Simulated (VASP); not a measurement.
# Al in VASP: notebook

The runs below take Al through single point, with PBEsol+D3(BJ), HSE06, PBE0.

All numbers are computed with VASP 6.6.1; they aren't measurements. Logs are shortened: lines on timing, memory, paths and dates and some standing lists are left out, and cuts for length are marked.

### 1 The cell of the first run

The typed cell holds 1 atom: a = 2.860 Å, b = 2.876 Å, c = 2.863 Å, α = 59.39°, β = 59.73°, γ = 60.51°.

### 2 Single point, PBEsol+D3(BJ), non-collinear spin, zero start, spin-orbit coupling (the cell strained at random)

File INCAR:

```
SYSTEM = Al
PREC     = Accurate       ! precision mode
ENCUT    = 520            ! plane-wave cutoff, eV
EDIFF    = 1E-7           ! SCF threshold, eV
ISMEAR   = 1              ! smearing method
SIGMA    = 0.025          ! smearing width, eV
LREAL    = .False.        ! projectors in reciprocal space
LASPH    = .True.         ! aspherical terms in the spheres
NELM     = 150            ! most SCF steps
ALGO     = Normal         ! electronic algorithm
ISIF     = 2              ! what is computed and relaxed
LWAVE    = .False.        ! write WAVECAR
LCHARG   = .True.         ! write CHGCAR
LNONCOLLINEAR= .True.         ! non-collinear magnetism
MAGMOM   = 0 0 0          ! initial moments
LORBIT   = 11             ! projections on sites
LSORBIT  = .True.         ! spin-orbit coupling
GGA_COMPAT= .False.      
LORBMOM  = .True.       
GGA      = PS             ! functional
IVDW     = 12             ! dispersion correction
LVHAR    = .True.       
NBANDS   = 14             ! bands
```

File KPOINTS:

```
regular mesh
0
Gamma
  8 8 8
  0 0 0
```

File POSCAR:

```
Al
1.0
   -0.0003640000      2.0318290000      2.0127040000
    2.0515680000     -0.0038220000      2.0161620000
    2.0323120000      2.0160310000      0.0154340000
Al
1
Direct
    0.0108820000     -0.0398210000      0.0067860000
```

Potentials or basis: VASP PAW PBE potentials, release 64 (Al).

Command:

```console
$ cat potpaw_PBE.64/Al/POTCAR > POTCAR
$ mpirun -np 1 vasp_ncl > vasp.out
```

OUTCAR:

```text
SYSTEM = Al
   PREC = Accurate
   ENCUT = 520
   EDIFF = 1E-7
   ISMEAR = 1
   LREAL = .False.
   LASPH = .True.
   NELM = 150
   ISIF = 2
   LNONCOLLINEAR = .True.
   LORBIT = 11
   LSORBIT = .True.
   GGA = PS
   IVDW = 12
 IVDW          = 12

 ion  position               nearest neighbor table
   1  0.011  0.960  0.007-

  LATTYP: Found a triclinic cell.
 ALAT       =     5.0076968071
 B/A-ratio  =     0.5771880297
 C/A-ratio  =     0.8014651219
 COS(alpha) =     0.0024364904
 COS(beta)  =     0.4059388434
 COS(gamma) =     0.8690481570

  Lattice vectors:

 A1 = (  -4.1035000000,   2.0394730000,  -2.0196200000)
 A2 = (  -2.0519320000,   2.0356510000,  -0.0034580000)
 A3 = (  -0.0188920000,  -0.0119760000,  -4.0134320000)

Analysis of symmetry for initial positions (statically):
=====================================================================
 Subroutine PRICEL returns:
 Original cell was already a primitive cell.

 Routine SETGRP: Setting up the symmetry group for a
 triclinic supercell.

 Subroutine GETGRP returns: Found  2 space group operations
 (whereof  1 operations were pure point group operations)
 out of a pool of  2 trial point group operations.

The static configuration has the point symmetry C_1 .
 The point group associated with its full space group is S_2 .

Analysis of symmetry for dynamics (positions and initial velocities):
=====================================================================
 Subroutine PRICEL returns:
 Original cell was already a primitive cell.

 Routine SETGRP: Setting up the symmetry group for a
 triclinic supercell.

 Subroutine GETGRP returns: Found  2 space group operations
 (whereof  1 operations were pure point group operations)
 out of a pool of  2 trial point group operations.

The dynamic configuration has the point symmetry C_1 .
 The point group associated with its full space group is S_2 .

Analysis of structural, dynamic, and magnetic symmetry:
=====================================================================
 Subroutine PRICEL returns:
 Original cell was already a primitive cell.

 Routine SETGRP: Setting up the symmetry group for a
 triclinic supercell.

 Subroutine GETGRP returns: Found  2 space group operations
 (whereof  1 operations were pure point group operations)
 out of a pool of  2 trial point group operations.

The overall configuration has the point symmetry C_1 .
 The point group associated with its full space group is S_2 .

 Subroutine INISYM returns: Found  2 space group operations
 (whereof  1 operations are pure point group operations),
 and found     1 'primitive' translations

----------------------------------------------------------------------------------------

                                     Primitive cell

  volume of cell :      16.6027

  direct lattice vectors                    reciprocal lattice vectors
    -0.000364000  2.031829000  2.012704000    -0.244821431  0.244887820  0.249584991
     2.051568000 -0.003822000  2.016162000     0.242509180 -0.246372021  0.248756941
     2.032312000  2.016031000  0.015434000     0.247199648  0.248750238 -0.251069192

  length of vectors
     2.859948707  2.876430962  2.862675543     0.426849207  0.425898921  0.431300459

  position of ions in fractional coordinates (direct lattice)
     0.010882000  0.960179000  0.006786000

  ion indices of the primitive-cell ions
   primitive index   ion index
                 1           1

----------------------------------------------------------------------------------------

 KPOINTS: regular mesh

Automatic generation of k-mesh.
 Grid dimensions read from file:
 generate k-points for:    8    8    8

 Generating k-lattice:

  Cartesian coordinates                     Fractional coordinates (reciprocal lattice)
    -0.030602679  0.030610978  0.031198124     0.125000000  0.000000000 -0.000000000
     0.030313648 -0.030796503  0.031094618     0.000000000  0.125000000  0.000000000
     0.030899956  0.031093780 -0.031383649     0.000000000  0.000000000  0.125000000

[... 65 lines left out ...]
   TEBEG  =    0.0;   TEEND  =   0.0 temperature during run
   PSTRESS=    0.0 pullay stress
   NELECT =       3.0000    total number of electrons
   NUPDOWN=      -1.0000    fix difference up-down
   EMIN   =  10.00;   EMAX   =-10.00  energy-range for DOS
   EFERMI =   0.00;   METHOD = LEGACY
   ISMEAR =     1;   SIGMA  =   0.03  broadening in eV -4-tet -1-fermi 0-gaus
   EFERMI_NEDOS =   21; number of points for ismear=-14 and -15
   IALGO  =     38    algorithm
   IMIX   =      4    mixing-type and parameters
     AMIX     =   0.40;   BMIX     =  1.00
     AMIX_MAG =   1.60;   BMIX_MAG =  1.00
  volume/ion in A,a.u.               =      16.60       112.04
  Fermi-wavevector in a.u.,A,eV,Ry     =   0.925526  1.748991 11.654735  0.856599
  Thomas-Fermi vector in A             =   2.051390
   LORBIT       =     11    0 simple, 1 ext, 2 COOP (PROOUT), +10 PAW based schemes
   GGA     = PS    functional components
   LHFCALC =     F    Hartree Fock is set to
   AEXX    =    0.0000 exact exchange contribution
   IVDW    =    12    specifies the selected vdW correction
   LEPSILON=     F    determine dielectric tensor
   LRPA    =     F    only Hartree local field effects (RPA)
 Methfessel and Paxton  Order N= 1 SIGMA  =   0.03
  energy-cutoff  :      520.00
  volume of cell :       16.60
 maximum number of plane-waves:       918
 NGX is ok and might be reduce to    24
   NGX = 11   NGY = 11   NGZ = 11

 number of electron       3.0000000 magnetization       0.0000000      0.0000000      0.0000000

 number of electron       3.0000000 magnetization       0.0000005     -0.0000000     -0.0000001

 number of electron       3.0000000 magnetization      -0.0000001      0.0000000      0.0000000

 Free energy of the ion-electron system (eV)
  ---------------------------------------------------
  ext. energy  EPLUGINS =         0.00000000
  ---------------------------------------------------
  free energy    TOTEN  =        -4.08291998 eV

  energy without entropy =       -4.08289797  energy(sigma->0) =       -4.08291264

 E-fermi :   7.8908     XC(G=0): -10.2333

 val. band max:        7.8770349991   @ k =   0.5000   0.2500   0.1250
 cond. band min:       7.8915915322   @ k =   0.2500   0.5000   0.1250
 fundamental gap:      0.0145565331
 Fermi energy:         7.8907805222

 k-point     1 :       0.0000    0.0000    0.0000
  band No.  band energies     occupation
      1      -3.2006      1.00000
      2      -3.2006      1.00000
      3      20.2308      0.00000
      4      20.2308      0.00000
      5      20.4021      0.00000
      6      20.4021      0.00000
      7      20.7192      0.00000
      8      20.7192      0.00000
      9      21.7112      0.00000
     10      21.7112      0.00000
     11      21.7856      0.00000
     12      21.7856      0.00000
     13      22.1567      0.00000
     14      22.1567      0.00000
[... 377 lines left out ...]
      1       0.6078      1.00000
      2       0.6078      1.00000
      3      10.8787      0.00000
      4      10.8787      0.00000
      5      13.7204      0.00000
      6      13.7204      0.00000
      7      14.7916      0.00000
      8      14.7916      0.00000
      9      16.2233      0.00000
     10      16.2233      0.00000
     11      19.9380      0.00000
     12      19.9380      0.00000
     13      27.9161      0.00000
     14      27.9161      0.00000

 [... further k-points ...]

------------------------ aborting loop because EDIFF is reached ----------------------------------------

 Edisp (eV)   -0.31541

 E8    (eV) :    -0.2124

  FORCE on cell =-STRESS in cart. coord.  units (eV):
  Direction    XX          YY          ZZ          XY          YZ          ZX
  --------------------------------------------------------------------------------------
  -------------------------------------------------------------------------------------
  Total      -0.65772    -0.54386    -0.33164    -0.11460    -0.11561    -0.01730
  in kB     -63.47044   -52.48300   -32.00338   -11.05930   -11.15691    -1.66964
  external pressure =      -49.32 kB  Pullay stress =        0.00 kB

 VOLUME and BASIS-vectors are now :
 -----------------------------------------------------------------------------
  energy-cutoff  :      520.00
  volume of cell :       16.60
      direct lattice vectors                 reciprocal lattice vectors
    -0.000364000  2.031829000  2.012704000    -0.244821431  0.244887820  0.249584991
     2.051568000 -0.003822000  2.016162000     0.242509180 -0.246372021  0.248756941
     2.032312000  2.016031000  0.015434000     0.247199648  0.248750238 -0.251069192

 POSITION                                       TOTAL-FORCE (eV/Angst)
 -----------------------------------------------------------------------------------
      1.98366      0.03212      1.95788        -0.000000      0.000000     -0.000000
 -----------------------------------------------------------------------------------
    total drift:                               -0.000000      0.000000     -0.000000

  FREE ENERGIE OF THE ION-ELECTRON SYSTEM (eV)
  ---------------------------------------------------
  free  energy   TOTEN  =        -4.3983299959 eV

  energy  without entropy=       -4.3983079837  energy(sigma->0) =       -4.39832266

 orbital moment (x)

 # of ion     p       tot
 --------------------------------
  1        -0.000  -0.000
 --------------------------------
           -0.000  -0.000

 orbital moment (y)

 # of ion     p       tot
 --------------------------------
  1        -0.000  -0.000
 --------------------------------
           -0.000  -0.000

 orbital moment (z)

 # of ion     p       tot
 --------------------------------
  1        -0.000  -0.000
 --------------------------------
           -0.000  -0.000

 Spin-Orbit-Coupling matrix elements

 Ion:    1  E_soc:     -0.0001096
 l=   1
     0.0000000    -0.0000183    -0.0000182
    -0.0000183     0.0000000    -0.0000183
    -0.0000182    -0.0000183     0.0000000
 l=   2
     0.0000000     0.0000000     0.0000000     0.0000000     0.0000000
     0.0000000     0.0000000     0.0000000     0.0000000     0.0000000
     0.0000000     0.0000000     0.0000000     0.0000000     0.0000000
     0.0000000     0.0000000     0.0000000     0.0000000     0.0000000
     0.0000000     0.0000000     0.0000000     0.0000000     0.0000000
 l=   3
     0.0000000     0.0000000     0.0000000     0.0000000     0.0000000     0.0000000     0.0000000
     0.0000000     0.0000000     0.0000000     0.0000000     0.0000000     0.0000000     0.0000000
     0.0000000     0.0000000     0.0000000     0.0000000     0.0000000     0.0000000     0.0000000
     0.0000000     0.0000000     0.0000000     0.0000000     0.0000000     0.0000000     0.0000000
     0.0000000     0.0000000     0.0000000     0.0000000     0.0000000     0.0000000     0.0000000
     0.0000000     0.0000000     0.0000000     0.0000000     0.0000000     0.0000000     0.0000000
     0.0000000     0.0000000     0.0000000     0.0000000     0.0000000     0.0000000     0.0000000

 total charge

# of ion       s       p       d       tot
------------------------------------------
    1        0.428   0.339   0.000   0.767

 magnetization (x)

# of ion       s       p       d       tot
------------------------------------------
    1        0.000  -0.000   0.000   0.000

 magnetization (y)

# of ion       s       p       d       tot
------------------------------------------
    1       -0.000  -0.000   0.000  -0.000

 magnetization (z)

# of ion       s       p       d       tot
------------------------------------------
    1       -0.000   0.000   0.000   0.000
```

It took 2.6 min on 1 thread of Intel Xeon 8259CL, shared host; peak memory 0.25 GiB.

What came out:

| Quantity | Value |
| --- | --- |
| Free energy | -4.3983 eV |
| Pressure | -4.9 GPa |
| Net moment | 0.00 μB per cell |
| Valence electrons inside the program's atomic spheres | Al 0.77 |
| Dispersion energy per atom | -0.315 eV |

Stress tensor (GPa, compression positive):
```
-6.35 -1.11 -0.17
-1.11 -5.25 -1.12
-0.17 -1.12 -3.20
```

Moments on the atoms (μB; x, y, z):
```
Al  0.00 0.00 0.00
```

Caveat: the cell differs from its parent crystal (the cell strained at random); three body term missing; the cell stands under tension; the PAW data sets were made with another functional, which shifts forces and pressure a little.

### 3 Single point, HSE06

This run uses another cell than the first one, of 15.61 Å³/atom.

File POSCAR:

```
Al
1.0
    0.0000000000      1.9834708509      1.9834708509
    1.9834708509      0.0000000000      1.9834708509
    1.9834708509      1.9834708509      0.0000000000
Al
1
Direct
    0.0000000000      0.0000000000      0.0000000000
```

File INCAR.step1:

```
PREC = Accurate
ENCUT = 520
EDIFF = 1E-5
ISMEAR = -1
SIGMA = 0.05
LREAL = False
LASPH = True
NELM = 100
ALGO = Normal
ISIF = 2
LWAVE = True
GGA = PE
NBANDS = 8
```

File INCAR.step2:

```
PREC = Accurate
ENCUT = 520
EDIFF = 1E-7
ISMEAR = -1
SIGMA = 0.05
LREAL = False
LASPH = True
NELM = 100
ALGO = Normal
ISIF = 2
LWAVE = False
LCHARG = True
GGA = PE
LHFCALC = True
HFSCREEN = 0.2079
PRECFOCK = Normal
LELF = True
LVHAR = True
ISTART = 1
NBANDS = 8
```

File KPOINTS:

```
regular mesh
0
Gamma
  6 6 6
```

Potentials or basis: VASP PAW PBE potentials, release 64 (Al).

Command:

```console
$ cat potpaw_PBE.64/Al/POTCAR > POTCAR
$ cp INCAR.step1 INCAR
$ mpirun -np 1 vasp_std > vasp.out
$ cp INCAR.step2 INCAR
$ mpirun -np 1 vasp_std > vasp.out
```

Wall time 74 s (1 thread of Intel Xeon 8259CL, shared host); peak memory 0.23 GiB.

It converged, with:

```
Free energy            : -4.1670 eV
Pressure               : 4.4 GPa
Band gap on the k mesh : zero (an odd number of electrons rules out a gap without spin polarisation)
```

Levels at points of the mesh, in eV from the Fermi level:
| k point | band 1 | band 2 | band 3 | band 4 | band 5 | band 6 |
| --- | --- | --- | --- | --- | --- | --- |
| (0.00, 0.00, 0.00) | -13.68 | 13.49 | 13.49 | 13.49 | 15.44 | 15.44 |
| (0.50, 0.00, 0.00) | -6.09 | -5.65 | 12.20 | 12.20 | 12.50 | 12.50 |
| (0.50, 0.50, 0.00) | -4.10 | -2.30 | 5.35 | 5.99 | 5.99 | 9.95 |

Caveat: the k points lie up to 0.46 Å⁻¹ apart, too coarse for converged energies and pressures of a metal; the PAW data sets were made with another functional, which shifts forces and pressure a little.

(Continued in part 2 of 2.)
